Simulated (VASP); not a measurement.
# HfMoSe4 (F-43m) in VASP: further runs

The runs below take HfMoSe4 through single point, relaxation of cell and atoms, with PBE.

Everything below comes from runs of VASP 6.6.1. Logs are shortened: lines on timing, memory, paths and dates and some standing lists are left out, and cuts for length are marked.

### 1 The cell of the first run

It takes space group F-43m (No. 216, cubic). Conventional cell: a = 7.809 Å, b = 7.809 Å, c = 7.809 Å, α = 90.00°, β = 90.00°, γ = 90.00°. Within 4.3 Å of Hf (site symmetry -43m) lie 12 Se at 3.24 Å and 4 Mo at 3.38 Å. Mo (site symmetry -43m) has 12 Se at 3.24 Å and 4 Hf at 3.38 Å within 4.3 Å. Within 3.6 Å of Se (site symmetry 3m) lie 6 Se at 2.76 to 2.77 Å and 3 Mo at 3.24 Å and 3 Hf at 3.24 Å.

The cell was generated, and may not be a known phase.

### 2 Single point, PBE, collinear spin

Contents of INCAR:

```
SYSTEM = HfMoSe4
ALGO = Normal
EDIFF = 1E-6
ENCUT = 520
GGA = PE
ISIF = 2
ISMEAR = 0
ISPIN = 2
LASPH = .True.
LCHARG = .True.
LELF = .True.
LMAXMIX = 4
LORBIT = 11
LREAL = .False.
LVHAR = .True.
LWAVE = .False.
MAGMOM = 0 1 0 0 0 0
NBANDS = 37
NELM = 150
PREC = Accurate
SIGMA = 0.1
```

Contents of KPOINTS:

```
k-points
0
Gamma
  4 4 4
  0 0 0
```

Contents of POSCAR:

```
HfMoSe4
1.0
    0.0000000000      3.9042856564      3.9042856564
    3.9042856564      0.0000000000      3.9042856564
    3.9042856564      3.9042856564      0.0000000000
Hf Mo Se
1 1 4
Direct
    0.0000000000      0.0000000000      0.0000000000
    0.2500000000      0.2500000000      0.2500000000
    0.6247740515      0.6247740515      0.1256778456
    0.6247740515      0.6247740515      0.6247740515
    0.1256778456      0.6247740515      0.6247740515
    0.6247740515      0.1256778456      0.6247740515
```

Potentials or basis: VASP PAW PBE potentials, release 64 (Hf_pv, Mo_sv, Se).

Launch:

```
$ cat potpaw_PBE.64/Hf_pv/POTCAR potpaw_PBE.64/Mo_sv/POTCAR potpaw_PBE.64/Se/POTCAR > POTCAR
$ mpirun -np 1 vasp_std > vasp.out
```

OUTCAR:

```text
SYSTEM = HfMoSe4
   EDIFF = 1E-6
   ENCUT = 520
   GGA = PE
   ISIF = 2
   ISMEAR = 0
   ISPIN = 2
   LASPH = .True.
   LORBIT = 11
   LREAL = .False.
   NELM = 150
   PREC = Accurate

 ion  position               nearest neighbor table
   1  0.000  0.000  0.000-   3 3.24   5 3.24   6 3.24   4 3.24   4 3.24   4 3.24   6 3.24   5 3.24
                             6 3.24   3 3.24   3 3.24   5 3.24   2 3.38   2 3.38   2 3.38   2 3.38
   2  0.250  0.250  0.250-   1 3.38   1 3.38   1 3.38   1 3.38
   3  0.625  0.625  0.126-   4 2.76   5 2.76   6 2.76   6 2.77   5 2.77   4 2.77   1 3.24   1 3.24
                             1 3.24
   4  0.625  0.625  0.625-   3 2.76   5 2.76   6 2.76   5 2.77   6 2.77   3 2.77   1 3.24   1 3.24
                             1 3.24
   5  0.126  0.625  0.625-   3 2.76   4 2.76   6 2.76   6 2.77   3 2.77   4 2.77   1 3.24   1 3.24
                             1 3.24
   6  0.625  0.126  0.625-   3 2.76   4 2.76   5 2.76   5 2.77   3 2.77   4 2.77   1 3.24   1 3.24
                             1 3.24

  LATTYP: Found a face centered cubic cell.
 ALAT       =     7.8085713128

  Lattice vectors:

 A1 = (   0.0000000000,   3.9042856564,   3.9042856564)
 A2 = (   3.9042856564,   0.0000000000,   3.9042856564)
 A3 = (   3.9042856564,   3.9042856564,   0.0000000000)

Analysis of symmetry for initial positions (statically):
=====================================================================
 Subroutine PRICEL returns:
 Original cell was already a primitive cell.

 Routine SETGRP: Setting up the symmetry group for a
 face centered cubic supercell.

 Subroutine GETGRP returns: Found 24 space group operations
 (whereof 24 operations were pure point group operations)
 out of a pool of 48 trial point group operations.

The static configuration has the point symmetry T_d .

Analysis of symmetry for dynamics (positions and initial velocities):
=====================================================================
 Subroutine PRICEL returns:
 Original cell was already a primitive cell.

 Routine SETGRP: Setting up the symmetry group for a
 face centered cubic supercell.

 Subroutine GETGRP returns: Found 24 space group operations
 (whereof 24 operations were pure point group operations)
 out of a pool of 48 trial point group operations.

The dynamic configuration has the point symmetry T_d .

Analysis of structural, dynamic, and magnetic symmetry:
=====================================================================
 Subroutine PRICEL returns:
 Original cell was already a primitive cell.

[... 133 lines left out ...]
 maximum number of plane-waves:      3250
 NGX is ok and might be reduce to    42
   NGX = 21   NGY = 21   NGZ = 21

 number of electron      48.0000003 magnetization       1.1357967

 Free energy of the ion-electron system (eV)
  ---------------------------------------------------
  ext. energy  EPLUGINS =         0.00000000
  ---------------------------------------------------
  free energy    TOTEN  =       -29.13205316 eV

  energy without entropy =      -29.10066223  energy(sigma->0) =      -29.11635769

 E-fermi :   7.2220     XC(G=0): -11.1133

 val. band max:        7.2079702931   @ k =  -0.2500   0.5000   0.2500
 cond. band min:       7.2609209408   @ k =  -0.2500   0.5000   0.2500
 fundamental gap:      0.0529506477
 Fermi energy:         7.2220482595

 spin component 1

 k-point     1 :       0.0000    0.0000    0.0000
  band No.  band energies     occupation
      1     -54.1619      1.00000
      2     -28.2696      1.00000
      3     -28.2696      1.00000
      4     -28.2696      1.00000
      5     -24.7622      1.00000
      6     -24.7622      1.00000
[... 301 lines left out ...]
     35      11.7306      0.00000
     36      12.3952      0.00000
 Fermi energy:         7.2220482595

 spin component 2

 k-point     1 :       0.0000    0.0000    0.0000
  band No.  band energies     occupation
      1     -53.4113      1.00000
      2     -27.4394      1.00000
      3     -27.4394      1.00000
      4     -27.4394      1.00000
      5     -24.8215      1.00000
      6     -24.8215      1.00000
[... 301 lines left out ...]
     35      11.9478      0.00000
     36      12.5699      0.00000
 [bands above 36 left out]

------------------------ aborting loop because EDIFF is reached ----------------------------------------

  FORCE on cell =-STRESS in cart. coord.  units (eV):
  Direction    XX          YY          ZZ          XY          YZ          ZX
  --------------------------------------------------------------------------------------
  -------------------------------------------------------------------------------------
  Total       -0.0513925     -0.0513925     -0.0513925     -0.0000000     -0.0000000     -0.0000000
  in kB       -0.6917598     -0.6917598     -0.6917598     -0.0000000     -0.0000000     -0.0000000
  external PRESSURE =      -0.6917598 kB  Pullay stress =       0.0000000 kB

 VOLUME and BASIS-vectors are now :
 -----------------------------------------------------------------------------
  energy-cutoff  :      520.00
  volume of cell :      119.03
      direct lattice vectors                 reciprocal lattice vectors
     0.000000000  3.904285656  3.904285656    -0.128064400  0.128064400  0.128064400
     3.904285656  0.000000000  3.904285656     0.128064400 -0.128064400  0.128064400
     3.904285656  3.904285656  0.000000000     0.128064400  0.128064400 -0.128064400

 POSITION                                       TOTAL-FORCE (eV/Angst)
 -----------------------------------------------------------------------------------
      0.00000      0.00000      0.00000         0.000000      0.000000      0.000000
      1.95214      1.95214      1.95214         0.000000      0.000000      0.000000
      2.92998      2.92998      4.87859        -0.023817     -0.023817      0.023817
      4.87859      4.87859      4.87859         0.023817      0.023817      0.023817
      4.87859      2.92998      2.92998         0.023817     -0.023817     -0.023817
      2.92998      4.87859      2.92998        -0.023817      0.023817     -0.023817
 -----------------------------------------------------------------------------------
    total drift:                               -0.000000     -0.000000     -0.000000

  FREE ENERGIE OF THE ION-ELECTRON SYSTEM (eV)
  ---------------------------------------------------
  free  energy   TOTEN  =       -29.1320531580 eV

  energy  without entropy=      -29.1006622310  energy(sigma->0) =      -29.11635769

 total charge

# of ion       s       p       d       tot
------------------------------------------
    1        0.301   6.170   1.363   7.835
    2        2.201   6.024   3.845  12.069
    3        1.546   2.097   0.096   3.740
    4        1.546   2.097   0.096   3.740
    5        1.546   2.097   0.096   3.740
    6        1.546   2.097   0.096   3.740
--------------------------------------------------
tot          8.688  20.584   5.593  34.865

 magnetization (x)

# of ion       s       p       d       tot
------------------------------------------
    1       -0.014  -0.005  -0.088  -0.106
    2        0.012   0.007   1.127   1.147
    3        0.001  -0.009   0.001  -0.007
    4        0.001  -0.009   0.001  -0.007
    5        0.001  -0.009   0.001  -0.007
    6        0.001  -0.009   0.001  -0.007
--------------------------------------------------
tot          0.004  -0.033   1.044   1.015
```

OSZICAR:

```text
N       E                     dE             d eps       ncg     rms          rms(c)
DAV:   1     0.300939309281E+03    0.30094E+03   -0.23921E+04  1304   0.118E+03
DAV:   2    -0.120708496901E+02   -0.31301E+03   -0.29486E+03  1442   0.287E+02
[... 11 lines left out ...]
DAV:  14    -0.291319852870E+02   -0.19523E-02   -0.99655E-03  1458   0.325E-01    0.952E-02
DAV:  15    -0.291319778452E+02    0.74418E-05   -0.39939E-04  1259   0.840E-02    0.440E-02
DAV:  16    -0.291320449395E+02   -0.67094E-04   -0.23973E-04  1326   0.521E-02    0.197E-02
DAV:  17    -0.291320507634E+02   -0.58239E-05   -0.18639E-05  1320   0.149E-02    0.945E-03
DAV:  18    -0.291320518290E+02   -0.10657E-05   -0.29326E-05  1298   0.192E-02    0.665E-03
DAV:  19    -0.291320529361E+02   -0.11070E-05   -0.36058E-06   972   0.655E-03    0.314E-03
DAV:  20    -0.291320531580E+02   -0.22191E-06   -0.23689E-06   940   0.514E-03
   1 F= -.29132053E+02 E0= -.29116358E+02  d E =-.313909E-01  mag=     1.1358
```

stdout:

```text
POSCAR found type information on POSCAR HfMoSe
 POSCAR found :  3 types and       6 ions
 scaLAPACK will be used
 LDA part: xc-table for (Slater+PW92), standard interpolation
 POSCAR, INCAR and KPOINTS ok, starting setup
 FFT: planning ... GRIDC
 FFT: planning ... GRID_SOFT
 FFT: planning ... GRID
 WAVECAR not read
 entering main loop
```

Run time: 4.7 min. Hardware: 1 thread of Intel Xeon 8259CL, shared host; peak memory 0.34 GiB.

Results:

```
Free energy                                           : -29.1321 eV
Pressure                                              : -0.1 GPa
Largest force                                         : 0.041 eV/Å
Net moment                                            : 1.14 μB per cell
Site moments                                          : Hf -0.11; Mo +1.15; Se -0.01 μB
Valence electrons inside the program's atomic spheres : Hf 7.83; Mo 12.07; Se 3.74
```

Forces in eV/Å, atoms in the order of the input:
```
Hf   0.000  0.000  0.000
Mo   0.000  0.000  0.000
Se  -0.024 -0.024  0.024
Se   0.024  0.024  0.024
Se   0.024 -0.024 -0.024
Se  -0.024  0.024 -0.024
```

Levels at points of the mesh, in eV from the Fermi level:
Spin up:
```tsv
k point	band 20	band 21	band 22	band 23	band 24	band 25	band 26	band 27	band 28	band 29
(0.00, 0.00, 0.00)	-0.89	-0.89	0.28	0.28	1.10	1.10	1.10	1.60	1.60	1.60
(0.50, 0.00, 0.00)	-3.02	-2.05	-0.57	-0.57	0.06	0.08	0.08	1.07	1.07	1.21
(0.50, 0.50, 0.00)	-3.25	-3.25	-1.21	-1.21	-0.62	-0.19	0.79	1.00	1.20	1.20
```
Spin down:
```csv
k point,band 19,band 20,band 21,band 22,band 23,band 24,band 25,band 26,band 27,band 28
"(0.00, 0.00, 0.00)",-0.50,-0.50,-0.50,1.08,1.08,1.08,1.27,1.27,1.78,1.78
"(0.50, 0.00, 0.00)",-3.47,-3.00,-1.80,0.20,0.20,0.34,0.54,0.54,1.18,1.18
"(0.50, 0.50, 0.00)",-3.36,-3.23,-3.23,-0.85,-0.85,0.29,0.36,0.98,1.30,1.30
```

Caveat: spin-orbit coupling is left out, which moves the levels of the heavy elements.

### 3 Single point, PBE, collinear spin

This run uses another cell than the first one, of 25.36 Å³/atom.

Contents of INCAR:

```
PREC = Accurate ; ENCUT = 520
EDIFF = 1E-6 ; ISMEAR = 0
SIGMA = 0.1 ; LREAL = False
LASPH = True ; NELM = 150
ALGO = Normal ; ISIF = 2
LWAVE = False ; LCHARG = False
ISPIN = 2 ; MAGMOM = 0 1 0 0 0 0
LORBIT = 11 ; LMAXMIX = 4
GGA = PE ; NBANDS = 37
```

Contents of KPOINTS:

```
regular mesh
0
Gamma
  4 4 4
```

Contents of POSCAR:

```
HfMoSe4
1.0
    0.0000000000      4.2374484300      4.2374484300
    4.2374484300      0.0000000000      4.2374484300
    4.2374484300      4.2374484300      0.0000000000
Hf Mo Se
1 1 4
Direct
    0.0000000000      0.0000000000      0.0000000000
    0.2500000000      0.2500000000      0.2500000000
    0.6251497400      0.6251497400      0.1245507900
    0.6251497400      0.6251497400      0.6251497400
    0.1245507900      0.6251497400      0.6251497400
    0.6251497400      0.1245507900      0.6251497400
```

Potentials or basis: VASP PAW PBE potentials, release 64 (Hf_pv, Mo_sv, Se).

Launch:

```
$ cat potpaw_PBE.64/Hf_pv/POTCAR potpaw_PBE.64/Mo_sv/POTCAR potpaw_PBE.64/Se/POTCAR > POTCAR
$ mpirun -np 1 vasp_std > vasp.out
```

It took 5.8 min on 1 thread of Intel Xeon 8259CL, shared host; peak memory 0.44 GiB.

It converged, with:

```yaml
Free_energy: -28.0057 eV
Pressure: -8.8 GPa
Largest_force: 0.024 eV/Å
Net_moment: 4.70 μB per cell
Site_moments: Hf +0.19; Mo +3.33; Se +0.04 μB
Valence_electrons_inside_the_program's_atomic_spheres: Hf 7.58; Mo 11.99; Se 3.65
```

Forces on the atoms (eV/Å):
```
Hf   0.000  0.000  0.000
Mo   0.000  0.000  0.000
Se  -0.014 -0.014  0.014
Se   0.014  0.014  0.014
Se   0.014 -0.014 -0.014
Se  -0.014  0.014 -0.014
```

Levels at points of the mesh, in eV from the Fermi level:
Spin up:
| k point | band 23 | band 24 | band 25 | band 26 | band 27 | band 28 | band 29 | band 30 |
| --- | --- | --- | --- | --- | --- | --- | --- | --- |
| (0.00, 0.00, 0.00) | -0.42 | 0.63 | 0.63 | 0.63 | 0.86 | 0.86 | 0.86 | 1.62 |
| (0.50, 0.00, 0.00) | -0.92 | -0.52 | -0.52 | -0.39 | 0.61 | 0.61 | 0.64 | 0.69 |
| (0.50, 0.50, 0.00) | -1.44 | -1.15 | -0.88 | -0.01 | 0.42 | 0.65 | 0.65 | 0.67 |
Spin down:
```csv
k point,band 18,band 19,band 20,band 21,band 22,band 23,band 24,band 25
"(0.00, 0.00, 0.00)",-1.90,0.21,0.21,0.21,0.66,0.66,0.66,1.49
"(0.50, 0.00, 0.00)",-2.45,-2.45,-2.28,-0.84,0.52,0.66,0.66,0.71
"(0.50, 0.50, 0.00)",-2.54,-2.30,-2.29,-2.29,0.05,0.05,0.55,0.77
```

Caveat: the cell stands under tension; spin-orbit coupling is left out, which moves the levels of the heavy elements.

### 4 Relaxation of cell and atoms, PBE, collinear spin

This run uses another cell than the first one, of 25.36 Å³/atom.

Contents of INCAR:

```
SYSTEM = HfMoSe4
PREC = Accurate ; ENCUT = 600
EDIFF = 1E-6 ; ISMEAR = 0
SIGMA = 0.1 ; LREAL = .False.
LASPH = .True. ; NELM = 150
ALGO = Normal ; ISIF = 3
LWAVE = .False. ; LCHARG = .False.
ISPIN = 2 ; MAGMOM = 0 1 0 0 0 0
LORBIT = 11 ; LMAXMIX = 4
GGA = PE ; IBRION = 2
NSW = 90 ; EDIFFG = -0.04
```

Contents of KPOINTS:

```
Automatic mesh
0
Gamma
  4 4 4
  0 0 0
```

POSCAR is that of step 3.

Launch:

```
$ cat potpaw_PBE.64/Hf_pv/POTCAR potpaw_PBE.64/Mo_sv/POTCAR potpaw_PBE.64/Se/POTCAR > POTCAR
$ mpirun -np 1 vasp_std > vasp.out
```

Wall time 24 min (1 thread of Intel Xeon 8259CL, shared host); peak memory 0.46 GiB.

It converged, with:

```
Free energy                                           : -29.1359 eV
Relaxed volume                                        : 19.86 Å³/atom
Relaxed cell                                          : a = 5.523 Å, b = 5.523 Å, c = 5.523 Å, α = 60.00°, β = 60.00°, γ = 60.00°
Space group after relaxing (to 0.1 Å)                 : F-43m (No. 216)
Energy gained by relaxing                             : 188.4 meV/atom
Ionic steps                                           : 6
Pressure after relaxing                               : -0.1 GPa
Largest force after relaxing                          : 0.026 eV/Å
Net moment                                            : 1.14 μB per cell
Site moments                                          : Hf -0.11; Mo +1.15; Se -0.01 μB
Valence electrons inside the program's atomic spheres : Hf 7.83; Mo 12.07; Se 3.74
```

Forces in eV/Å, atoms in the order of the input:
```
Hf   0.000  0.000  0.000
Mo   0.000  0.000  0.000
Se  -0.015 -0.015  0.015
Se   0.015  0.015  0.015
Se   0.015 -0.015 -0.015
Se  -0.015  0.015 -0.015
```

The path:
| step | energy change (eV) | largest force (eV/Å) | pressure (GPa) | volume (Å³) |
| --- | --- | --- | --- | --- |
| 1 | 0.0000 | 0.0245 | -8.85 | 152.17 |
| 2 | -1.0933 | 0.0898 | -2.51 | 123.37 |
| 3 | -1.1228 | 0.1206 | 1.25 | 117.14 |
| 4 | -1.1296 | 0.1114 | -0.12 | 119.12 |
| 5 | -1.1293 | 0.1144 | 0.28 | 118.51 |
| 6 | -1.1306 | 0.0257 | -0.13 | 119.13 |

Final structure:
```cif
data_structure
_symmetry_space_group_name_H-M 'P 1'
_symmetry_Int_Tables_number 1
_cell_length_a 5.5231
_cell_length_b 5.5231
_cell_length_c 5.5231
_cell_angle_alpha 60.000
_cell_angle_beta 60.000
_cell_angle_gamma 60.000
_cell_volume 119.13
loop_
_atom_site_label
_atom_site_type_symbol
_atom_site_fract_x
_atom_site_fract_y
_atom_site_fract_z
_atom_site_occupancy
Hf1 Hf 0.00000 0.00000 0.00000 1
Mo1 Mo 0.25000 0.25000 0.25000 1
Se1 Se 0.62482 0.62482 0.12553 1
Se2 Se 0.62482 0.62482 0.62482 1
Se3 Se 0.12553 0.62482 0.62482 1
Se4 Se 0.62482 0.12553 0.62482 1
```

Levels at points of the mesh, in eV from the Fermi level:
Spin up:
| k point | band 20 | band 21 | band 22 | band 23 | band 24 | band 25 | band 26 | band 27 | band 28 | band 29 |
| --- | --- | --- | --- | --- | --- | --- | --- | --- | --- | --- |
| (0.00, 0.00, 0.00) | -0.89 | -0.89 | 0.28 | 0.28 | 1.10 | 1.10 | 1.10 | 1.60 | 1.60 | 1.60 |
| (0.50, 0.00, 0.00) | -3.02 | -2.05 | -0.57 | -0.57 | 0.06 | 0.08 | 0.08 | 1.07 | 1.07 | 1.21 |
| (0.50, 0.50, 0.00) | -3.25 | -3.25 | -1.21 | -1.21 | -0.62 | -0.20 | 0.79 | 1.00 | 1.20 | 1.20 |
Spin down:
```
           k point  band 20  band 21  band 22  band 23  band 24  band 25  band 26  band 27
(0.00, 0.00, 0.00)    -0.50    -0.50     1.07     1.07     1.07     1.27     1.27     1.78
(0.50, 0.00, 0.00)    -3.00    -1.80     0.21     0.21     0.34     0.55     0.55     1.18
(0.50, 0.50, 0.00)    -3.22    -3.22    -0.84    -0.84     0.29     0.36     0.98     1.30
```

Caveat: the volume moved by over 15 % at a fixed basis, so the end points are rough; spin-orbit coupling is left out, which moves the levels of the heavy elements.

### 5 Overview

| task | cell | cutoff (eV) | gap on the mesh (eV) | pressure (GPa) | moment (μB) | largest force (eV/Å) |
| --- | --- | --- | --- | --- | --- | --- |
| single point | a = 5.521 Å, angles 60.0°, 6 atoms, atomic positions A | 520 | none | -0.1 | 1.14 | 0.04 |
| single point | a = 5.993 Å, angles 60.0°, 6 atoms, atomic positions B | 520 | none | -8.8 | 4.70 | 0.02 |
| relaxation of cell and atoms | relaxed from a = 5.993 Å, angles 60.0°, 6 atoms, atomic positions B | 600 | none | -0.1 | 1.14 | 0.03 |

Alike in all rows: level PBE; potentials or basis VASP PAW PBE potentials, release 64 (Hf_pv, Mo_sv, Se); spin collinear; k mesh 4 × 4 × 4; smearing gaussian 0.1 eV.

Caveats: spin-orbit coupling is left out, which moves the levels of the heavy elements; the cell stands under tension (at least some runs); the volume moved by over 15 % at a fixed basis, so the end points are rough (at least some runs).

Total energies depend on the potentials used, so only differences within one code and one set of settings carry meaning.

The gap in the log of VASP goes by the Fermi energy; the results here count the filled bands.